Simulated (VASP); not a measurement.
# B (P6/mmm) in VASP: further runs

Runs on B. Level: PBE. Tasks: relaxation of cell and atoms, single point.

Everything below comes from runs of VASP 6.6.1. Logs are shortened: lines on timing, memory, paths and dates and some standing lists are left out, and cuts for length are marked.

## Step 1: The cell of the first run

Symmetry: P6/mmm, No. 191, hexagonal system. Conventional cell: a = 4.325 Å, b = 4.325 Å, c = 1.596 Å, α = 90.00°, β = 90.00°, γ = 120.00°. Within 2.1 Å of B (site symmetry 6/mmm) lie 2 B at 1.60 Å. B (site symmetry -6m2) has 2 B at 1.60 Å within 2.1 Å.

This isn't the form of B at room conditions, which is rhombohedral.

## Step 2: Relaxation of cell and atoms, PBE

The input, INCAR:

```
SYSTEM = B
ALGO = Normal ; EDIFF = 1E-6
EDIFFG = -0.01 ; ENCUT = 600
GGA = PE ; IBRION = 2
ISIF = 3 ; ISMEAR = 0
LASPH = .TRUE. ; LCHARG = .FALSE.
LREAL = .FALSE. ; LWAVE = .FALSE.
NELM = 80 ; NSW = 100
PREC = Accurate ; SIGMA = 0.1
```

The input, KPOINTS:

```
k-points
0
G
  12 12 26
  0 0 0
```

The input, POSCAR:

```
B
1.0
    4.3252029122      0.0000000000      0.0000000000
   -2.1626014561      3.7457355985      0.0000000000
    0.0000000000      0.0000000000      1.5961792004
B
3
Direct
    0.0000000000      0.0000000000      0.0000000000
    0.3333333333      0.6666666667      0.5000000000
    0.6666666667      0.3333333333      0.5000000000
```

Potentials or basis: VASP PAW PBE potentials, release 64 (B).

On the command line:

```
> cat potpaw_PBE.64/B/POTCAR > POTCAR
> mpirun -np 1 vasp_std > vasp.out
```

OUTCAR:

```text
SYSTEM = B
   EDIFF = 1E-6
   EDIFFG = -0.01
   ENCUT = 600
   GGA = PE
   IBRION = 2
   ISIF = 3
   ISMEAR = 0
   LASPH = .TRUE.
   LREAL = .FALSE.
   NELM = 80
   NSW = 100
   PREC = Accurate

 ion  position               nearest neighbor table
   1  0.000  0.000  0.000-
   2  0.333  0.667  0.500-
   3  0.667  0.333  0.500-

  LATTYP: Found a hexagonal cell.
 ALAT       =     4.3252029122
 C/A-ratio  =     0.3690414607

  Lattice vectors:

 A1 = (   4.3252029122,   0.0000000000,   0.0000000000)
 A2 = (  -2.1626014561,   3.7457355985,   0.0000000000)
 A3 = (   0.0000000000,   0.0000000000,   1.5961792004)

Analysis of symmetry for initial positions (statically):
=====================================================================
 Subroutine PRICEL returns:
 Original cell was already a primitive cell.

 Routine SETGRP: Setting up the symmetry group for a
 hexagonal supercell.

 Subroutine GETGRP returns: Found 24 space group operations
 (whereof 24 operations were pure point group operations)
 out of a pool of 24 trial point group operations.

The static configuration has the point symmetry D_6h.

Analysis of symmetry for dynamics (positions and initial velocities):
=====================================================================
 Subroutine PRICEL returns:
 Original cell was already a primitive cell.

 Routine SETGRP: Setting up the symmetry group for a
 hexagonal supercell.

 Subroutine GETGRP returns: Found 24 space group operations
 (whereof 24 operations were pure point group operations)
 out of a pool of 24 trial point group operations.

The dynamic configuration has the point symmetry D_6h.

 Subroutine INISYM returns: Found 24 space group operations
 (whereof 24 operations are pure point group operations),
 and found     1 'primitive' translations

----------------------------------------------------------------------------------------

                                     Primitive cell

  volume of cell :      25.8598

  direct lattice vectors                    reciprocal lattice vectors
[... 107 lines left out ...]
   IMIX   =      4    mixing-type and parameters
     AMIX     =   0.40;   BMIX     =  1.00
     AMIX_MAG =   1.60;   BMIX_MAG =  1.00
  volume/ion in A,a.u.               =       8.62        58.17
  Fermi-wavevector in a.u.,A,eV,Ry     =   1.151544  2.176103 18.042058  1.326054
  Thomas-Fermi vector in A             =   2.288201
   LORBIT       =      0    0 simple, 1 ext, 2 COOP (PROOUT), +10 PAW based schemes
   GGA     = PE    functional components
   LHFCALC =     F    Hartree Fock is set to
   AEXX    =    0.0000 exact exchange contribution
   IVDW    =     0    specifies the selected vdW correction
   LEPSILON=     F    determine dielectric tensor
   LRPA    =     F    only Hartree local field effects (RPA)
 conjugate gradient relaxation of ions
 non-spin polarized calculation
 Gauss-broadening in eV      SIGMA  =   0.10
  energy-cutoff  :      600.00
  volume of cell :       25.86
 maximum number of plane-waves:       894
 NGX is ok and might be reduce to    36

--------------------------------------- Ionic step        1  -------------------------------------------

 number of electron       9.0000001 magnetization

 Free energy of the ion-electron system (eV)
  ---------------------------------------------------
  ext. energy  EPLUGINS =         0.00000000
  ---------------------------------------------------
  free energy    TOTEN  =       -16.75440311 eV

  energy without entropy =      -16.75055663  energy(sigma->0) =      -16.75247987

------------------------ aborting loop because EDIFF is reached ----------------------------------------

  FORCE on cell =-STRESS in cart. coord.  units (eV):
  Direction    XX          YY          ZZ          XY          YZ          ZX
  --------------------------------------------------------------------------------------
  -------------------------------------------------------------------------------------
  Total       -0.1073084     -0.1073084      0.0819056      0.0000000      0.0000000      0.0000000
  in kB       -6.6484261     -6.6484261      5.0745676      0.0000000      0.0000000      0.0000000
  external PRESSURE =      -2.7407616 kB  Pullay stress =       0.0000000 kB
[... 92 lines left out ...]
  FREE ENERGIE OF THE ION-ELECTRON SYSTEM (eV)
  ---------------------------------------------------
  free  energy   TOTEN  =       -16.7547945349 eV

  energy  without entropy=      -16.7510143230  energy(sigma->0) =      -16.75290443

[... ionic steps 4 to 7 ...]

--------------------------------------- Ionic step        8  -------------------------------------------

 number of electron       9.0000000 magnetization

------------------------ aborting loop because EDIFF is reached ----------------------------------------
[... 69 lines left out ...]
--------------------------------------- Ionic step       10  -------------------------------------------

 number of electron       9.0000000 magnetization

 Free energy of the ion-electron system (eV)
  ---------------------------------------------------
  ext. energy  EPLUGINS =         0.00000000
  ---------------------------------------------------
  free energy    TOTEN  =       -16.75540871 eV

  energy without entropy =      -16.75200339  energy(sigma->0) =      -16.75370605

 E-fermi :   5.4514     XC(G=0): -11.2182

 val. band max:        5.4429007867   @ k =   0.1667  -0.0000   0.2308
 cond. band min:       5.4545915727   @ k =   0.1667  -0.0000   0.3077
 fundamental gap:      0.0116907860
 Fermi energy:         5.4513524350

 k-point     1 :       0.0000    0.0000    0.0000
  band No.  band energies     occupation
      1      -8.8135      2.00000
      2      -1.0720      2.00000
      3      -1.0312      2.00000
      4       0.6778      2.00000
      5       0.6778      2.00000
      6       0.6873      2.00000
      7       0.6873      2.00000
      8      10.8764      0.00000
[... 243 lines left out ...]
 k-point    24 :       0.3333   -0.0000    0.0385
  band No.  band energies     occupation
      1      -7.7460      2.00000
      2      -4.7786      2.00000
      3      -2.2746      2.00000
      4      -1.3732      2.00000
      5       3.0318      2.00000
      6       4.7505      2.00000
      7       6.3223      0.00000
      8       7.6846      0.00000

 [... further k-points ...]
[... 5 lines left out ...]
  --------------------------------------------------------------------------------------
  -------------------------------------------------------------------------------------
  Total       -0.0018663     -0.0018663     -0.0023376      0.0000000     -0.0000000      0.0000000
  in kB       -0.1172988     -0.1172988     -0.1469211      0.0000000     -0.0000000      0.0000000
  external PRESSURE =      -0.1271729 kB  Pullay stress =       0.0000000 kB
[... 18 lines left out ...]
  FREE ENERGIE OF THE ION-ELECTRON SYSTEM (eV)
  ---------------------------------------------------
  free  energy   TOTEN  =       -16.7554087126 eV

  energy  without entropy=      -16.7520033925  energy(sigma->0) =      -16.75370605

 reached required accuracy - stopping structural energy minimisation
```

CONTCAR:

```text
B
   1.00000000000000
     4.2916791167179067   -0.0000000000000000    0.0000000000000000
    -2.1458395583589533    3.7167031399809458   -0.0000000000000000
     0.0000000000000000    0.0000000000000000    1.5981590477355025
  B
     3
Direct
     0.0000000000000000    0.0000000000000000    0.0000000000000000
     0.3333333332999970    0.6666666667000030    0.5000000000000000
     0.6666666667000030    0.3333333332999970    0.5000000000000000

  0.00000000E+00  0.00000000E+00  0.00000000E+00
  0.00000000E+00  0.00000000E+00  0.00000000E+00
  0.00000000E+00  0.00000000E+00  0.00000000E+00
```

Run time: 2.6 min. Hardware: 1 thread of Intel Xeon 8259CL, shared host; peak memory 0.19 GiB.

What came out:

| Property | Result |
| --- | --- |
| Free energy | -16.7554 eV |
| Relaxed volume | 8.50 Å³/atom |
| Relaxed cell | a = 4.292 Å, b = 4.292 Å, c = 1.598 Å, α = 90.00°, β = 90.00°, γ = 120.00° |
| Space group after relaxing (to 0.1 Å) | P6/mmm (No. 191) |
| Energy gained by relaxing | 0.3 meV/atom |
| Ionic steps | 10 |
| Pressure after relaxing | 0.0 GPa |
| Band gap on the k mesh | zero (an odd number of electrons rules out a gap without spin polarisation) |

Step by step:
```tsv
step	energy change (eV)	largest force (eV/Å)	pressure (GPa)	volume (Å³)
1	0.0000	0.0000	-0.27	25.86
2	-0.0003	0.0000	-0.66	25.80
3	-0.0004	0.0000	-0.92	25.77
4	-0.0005	0.0000	-0.84	25.73
5	-0.0008	0.0000	-0.58	25.62
6	-0.0009	0.0000	-0.03	25.41
7	-0.0010	0.0000	-0.26	25.49
8	-0.0010	0.0000	-0.23	25.49
9	-0.0010	0.0000	-0.07	25.49
10	-0.0010	0.0000	-0.01	25.49
```

Final structure:
```
B
1.0
     4.29168    0.00000    0.00000
    -2.14584    3.71670    0.00000
     0.00000    0.00000    1.59816
B
3
Direct
  0.00000 0.00000 0.00000
  0.33333 0.66667 0.50000
  0.66667 0.33333 0.50000
```

## Step 3: Single point, PBE

This run uses another cell than the first one: it holds 4 atoms, not 3.

The input, INCAR:

```
SYSTEM = B
PREC = Accurate ; ENCUT = 520
EDIFF = 1E-7 ; ISMEAR = 0
SIGMA = 0.1 ; LREAL = .False.
LASPH = .True. ; NELM = 80
ALGO = Normal ; ISIF = 2
LWAVE = .False. ; LCHARG = .False.
GGA = PE ; NBANDS = 14
```

The input, KPOINTS:

```
regular mesh
0
Gamma
  9 9 4
  0 0 0
```

The input, POSCAR:

```
B
1.0
    3.0101192484      0.0000000000      0.0000000000
   -1.5050596242      2.6068397375      0.0000000000
    0.0000000000      0.0000000000      3.8644591730
B
4
Direct
    0.3333333333      0.6666666667      0.5000029129
    0.6666666667      0.3333333333      1.0000029129
    0.6666666667      0.3333333333      0.4999970871
    0.3333333333      0.6666666667     -0.0000029129
```

Potentials or basis: VASP PAW PBE potentials, release 64 (B).

On the command line:

```
> cat potpaw_PBE.64/B/POTCAR > POTCAR
> mpirun -np 1 vasp_std > vasp.out
```

It took 5.4 s on 1 thread of Intel Xeon 6975P-C (Granite Rapids), shared host; peak memory 0.14 GiB.

The run converged. Its results:

```yaml
Free_energy: -23.8248 eV
Pressure: 0.1 GPa
Band_gap_on_the_k_mesh: zero (bands 6 and 7 overlap by 4.76 eV)
```

Levels at points of the mesh, in eV from the Fermi level:
```csv
k point,band 2,band 3,band 4,band 5,band 6,band 7,band 8,band 9,band 10,band 11
"(0.00, 0.00, 0.00)",-7.61,-5.52,-1.52,-1.52,3.21,3.21,4.71,5.70,5.70,5.84
"(0.00, 0.00, 0.50)",-12.61,0.35,0.35,0.35,0.35,3.16,3.16,5.28,5.28,7.77
```

Caveat: the k points lie up to 0.41 Å⁻¹ apart, too coarse for converged energies and pressures of a metal.
